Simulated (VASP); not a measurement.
Here is a VASP 6.6.1 calculation.

File INCAR:

```
  PREC = Accurate
  ENCUT = 520
  EDIFF = 1E-6
  ISMEAR = -1
  SIGMA = 0.15
  LREAL = False
  LASPH = True
  NELM = 100
  ALGO = Normal
  ISIF = 2
  LWAVE = False
  LCHARG = False
  GGA = PS
  NBANDS = 24
```

File KPOINTS:

```
regular mesh
0
Gamma
  12 12 8
```

POSCAR

```
Y2AsN
1.0
    3.7882614251      0.0000000000      0.0000000000
    0.0000000000      3.7882614251      0.0000000000
    0.0000000000      0.0000000000      5.3959384885
Y As N
2 1 1
Direct
    0.0000000000      0.0000000000      0.0000000000
    0.5000000000      0.5000000000      0.5000000000
    0.5000000000      0.5000000000      0.0000000000
    0.0000000000      0.0000000000      0.5000000000
```

Potentials or basis: VASP PAW PBE potentials, release 64 (Y_sv, As, N).

Run with:

```bash
$ cat potpaw_PBE.64/Y_sv/POTCAR potpaw_PBE.64/As/POTCAR potpaw_PBE.64/N/POTCAR > POTCAR
$ mpirun -np 1 vasp_std > vasp.out
```

(1) Estimate the band gap on the k mesh.

(2) What does it give for the pressure?

Results:

(1) zero (bands 16 and 17 overlap by 0.84 eV).

(2) 0.1 GPa.

Caveat: the PAW data sets were made with another functional, which shifts forces and pressure a little.
